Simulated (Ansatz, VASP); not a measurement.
MgO in VASP and in Ansatz

POSCAR

```
MgO
1.0
    0.0000000000      1.9541088990      1.9541088990
    1.9541088990      0.0000000000      1.9541088990
    1.9541088990      1.9541088990      0.0000000000
Mg O
1 1
Direct
    0.0000000000      0.0000000000      0.0000000000
    0.5000000000      0.5000000000      0.5000000000
```

Contents of INCAR.step1:

```
ALGO = Normal ; EDIFF = 1E-5
ENCUT = 660 ; GGA = PE
GGA_COMPAT = F ; ISMEAR = 0
LASPH = T ; LCHARG = F
LREAL = F ; LWAVE = T
NBANDS = 11 ; NELM = 120
PREC = Accurate ; SIGMA = 0.01
```

File INCAR.step2:

```
ALGO = Normal ; EDIFF = 1E-6
ENCUT = 660 ; GGA_COMPAT = F
ISIF = 2 ; ISMEAR = 0
ISTART = 1 ; LASPH = T
LCHARG = F ; LMIXTAU = T
LREAL = F ; LWAVE = F
METAGGA = R2SCAN ; NBANDS = 11
NELM = 120 ; PREC = Accurate
SIGMA = 0.01
```

File KPOINTS:

```
k-points
0
Gamma
  10 10 10
```

Input for Ansatz:

```yaml
crystal:
  lattice:
    - [0.0, 1.954108899, 1.954108899]
    - [1.954108899, 0.0, 1.954108899]
    - [1.954108899, 1.954108899, 0.0]
  atoms:
    - { symbol: Mg, position: [0.0, 0.0, 0.0] }
    - { symbol: O, position: [0.5, 0.5, 0.5] }
scf:
  occupations: { method: fixed }
output:
  forces: true
  stress: true
  eigenvalues: true
  write_density: true
  write_potential: true
  elf: true
  volumetric_format: npy
hamiltonian:
  xc: r2scan
basis:
  ecutwfc: 700
kpoints:
  mp_grid: { grid: [10, 10, 10] }
```

Alike in both runs: task single point; functional r2SCAN; k mesh 10 × 10 × 10; no spin polarisation.

|  | VASP | Ansatz |
| --- | --- | --- |
| version | VASP 6.6.1 | Ansatz 0.2.0 |
| potentials or method | VASP PAW PBE potentials, release 64 (Mg, O), cutoff 660 eV | scalar-relativistic, plane waves, PAW |
| occupations | gaussian, width 0.01 eV | fixed |
| valence electrons in the cell | 8 | 16 |

Ansatz gave:

```
gap on the k mesh at the Fermi level (eV) : 8.24
least direct gap on the mesh (eV)         : 8.24
```

Estimate VASP's values.

gap on the k mesh at the Fermi level (eV): 8.22; least direct gap on the mesh (eV): 8.22.

VASP's potentials were made for PBE, not for r2SCAN. VASP's potentials hold 8 valence electrons a cell and Ansatz's 16, so a difference there can come from the potentials and not from the codes.
